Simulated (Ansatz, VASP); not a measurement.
## LiNbO3 in VASP and in Ansatz

The input INCAR:

```
SYSTEM = LiNbO3
PREC = Accurate
ENCUT = 520
EDIFF = 1E-6
ISMEAR = 0
SIGMA = 0.1
LREAL = .False.
LASPH = .True.
NELM = 60
ALGO = Normal
ISIF = 2
LWAVE = .False.
LCHARG = .False.
GGA = PE
NBANDS = 45
```

KPOINTS

```
Automatic mesh
0
Gamma
  6 6 6
  0 0 0
```

Contents of POSCAR:

```
LiNbO3
1.0
    2.6347188739      1.5211556511      4.6343661322
   -2.6347188739      1.5211556511      4.6343661322
    0.0000000000     -3.0423113022      4.6343661322
Li Nb O
2 2 6
Direct
    0.2500000000      0.2500000000      0.2500000000
    0.7500000000      0.7500000000      0.7500000000
    0.5000000000      0.5000000000      0.5000000000
    0.0000000000      0.0000000000      0.0000000000
    0.1296300000      0.3703700000      0.7500000000
    0.3703700000      0.7500000000      0.1296300000
    0.8703700000      0.6296300000      0.2500000000
    0.2500000000      0.8703700000      0.6296300000
    0.6296300000      0.2500000000      0.8703700000
    0.7500000000      0.1296300000      0.3703700000
```

Input for Ansatz:

```yaml
crystal:
  lattice:
    - [2.6347188739, 1.5211556511, 4.6343661322]
    - [-2.6347188739, 1.5211556511, 4.6343661322]
    - [0.0, -3.0423113022, 4.6343661322]
  atoms:
    - { symbol: Li, position: [0.25, 0.25, 0.25] }
    - { symbol: Li, position: [0.75, 0.75, 0.75] }
    - { symbol: Nb, position: [0.5, 0.5, 0.5] }
    - { symbol: Nb, position: [0.0, 0.0, 0.0] }
    - { symbol: O, position: [0.12963, 0.37037, 0.75] }
    - { symbol: O, position: [0.37037, 0.75, 0.12963] }
    - { symbol: O, position: [0.87037, 0.62963, 0.25] }
    - { symbol: O, position: [0.25, 0.87037, 0.62963] }
    - { symbol: O, position: [0.62963, 0.25, 0.87037] }
    - { symbol: O, position: [0.75, 0.12963, 0.37037] }
basis:
  ecutwfc: 420
kpoints:
  mp_grid: { grid: [6, 6, 6] }
hamiltonian:
  xc: pbe
scf:
  occupations: { method: gaussian, width: 0.1 }
  lower_state_search: "off"
output:
  forces: true
  stress: true
  eigenvalues: true
```

Alike in both runs: task single point; functional PBE; k mesh 6 × 6 × 6; occupations gaussian, width 0.1 eV; no spin polarisation.

|  | VASP | Ansatz |
| --- | --- | --- |
| version | VASP 6.6.1 | Ansatz 0.2.0 |
| potentials or method | VASP PAW PBE potentials, release 64 (Li_sv, Nb_sv, O), cutoff 520 eV | scalar-relativistic, plane waves, PAW |
| valence electrons in the cell | 68 | 68 |

|  | VASP | Ansatz | Ansatz less VASP |
| --- | --- | --- | --- |
| gap on the k mesh at the Fermi level (eV) | 2.41 | 2.42 | +0.015 |
| least direct gap on the mesh (eV) | 2.52 | 2.53 | +0.011 |
| rms of the force components (eV/Å) | 0.102 | 0.095 | -0.0072 |

Atom by atom the forces differ by 0.007 eV/Å (rms over components).

Noted on VASP's run: the cutoff is under 1.25 times that of the potentials, so the pressure is a little rough.
